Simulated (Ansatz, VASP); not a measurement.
## One calculation of InSe, two programs

Contents of INCAR:

```
  ALGO = Normal
  EDIFF = 1E-7
  ENCUT = 520
  GGA = PS
  ISIF = 2
  ISMEAR = 0
  LASPH = T
  LCHARG = F
  LREAL = F
  LWAVE = F
  NBANDS = 48
  NELM = 100
  PREC = Accurate
  SIGMA = 0.05
```

The input KPOINTS:

```
k-points
0
Gamma
  6 7 3
```

The input POSCAR:

```
InSe
1.0
    1.6051187225      0.0000000000     -4.2720903381
    0.0000000000      4.1105485099      0.0000000000
   11.5893410408      0.0000000000      0.4166192540
In Se
4 4
Direct
    0.5095263385      0.0000000000      0.3858026583
   -0.4404736615      0.5000000000      0.8858026583
   -0.4095263385      0.0000000000      0.6141973417
    0.5404736615      0.5000000000      0.1141973417
   -0.1220146482      0.0000000000      0.1547212196
   -0.0720146482      0.5000000000      0.6547212196
    0.2220146482      0.0000000000      0.8452787804
    0.1720146482      0.5000000000      0.3452787804
```

Input for Ansatz:

```yaml
crystal:
  lattice:
    - [1.6051187225, 0.0, -4.2720903381]
    - [0.0, 4.1105485099, 0.0]
    - [11.5893410408, 0.0, 0.416619254]
  atoms:
    - { symbol: In, position: [0.5095263385, 0.0, 0.3858026583] }
    - { symbol: In, position: [-0.4404736615, 0.5, 0.8858026583] }
    - { symbol: In, position: [-0.4095263385, 0.0, 0.6141973417] }
    - { symbol: In, position: [0.5404736615, 0.5, 0.1141973417] }
    - { symbol: Se, position: [-0.1220146482, 0.0, 0.1547212196] }
    - { symbol: Se, position: [-0.0720146482, 0.5, 0.6547212196] }
    - { symbol: Se, position: [0.2220146482, 0.0, 0.8452787804] }
    - { symbol: Se, position: [0.1720146482, 0.5, 0.3452787804] }
basis:
  ecutwfc: 420
kpoints:
  mp_grid: { grid: [6, 7, 3] }
hamiltonian:
  xc: pbesol
scf:
  occupations: { method: gaussian, width: 0.05 }
output:
  forces: true
  stress: true
  eigenvalues: true
```

Alike in both runs: task single point; functional PBEsol; k mesh 6 × 7 × 3; occupations gaussian, width 0.05 eV; no spin polarisation.

|  | VASP | Ansatz |
| --- | --- | --- |
| version | VASP 6.6.1 | Ansatz 0.2.0 |
| potentials or method | VASP PAW PBE potentials, release 64 (In_d, Se), cutoff 520 eV | scalar-relativistic, plane waves, PAW |
| valence electrons in the cell | 76 | 116 |

Ansatz gave:

| Property | Result |
| --- | --- |
| gap on the k mesh at the Fermi level (eV) | 0.80 |
| least direct gap on the mesh (eV) | 1.09 |
| pressure (GPa) | 0.6 |
| traceless stress, the component that is largest in VASP (GPa) | 1.64 |
| rms of the force components (eV/Å) | 0.316 |

What did VASP give for the same quantities?

gap on the k mesh at the Fermi level (eV): 0.80; least direct gap on the mesh (eV): 1.08; pressure (GPa): 0.7; traceless stress, the component that is largest in VASP (GPa): 1.64; rms of the force components (eV/Å): 0.311.

VASP's potentials were made for PBE, not for PBEsol. Atom by atom the forces differ by 0.010 eV/Å (rms over components). The functional is the same, so the differences come from potentials, cutoffs and numerics. VASP's potentials hold 76 valence electrons a cell and Ansatz's 116, so a difference there can come from the potentials and not from the codes.
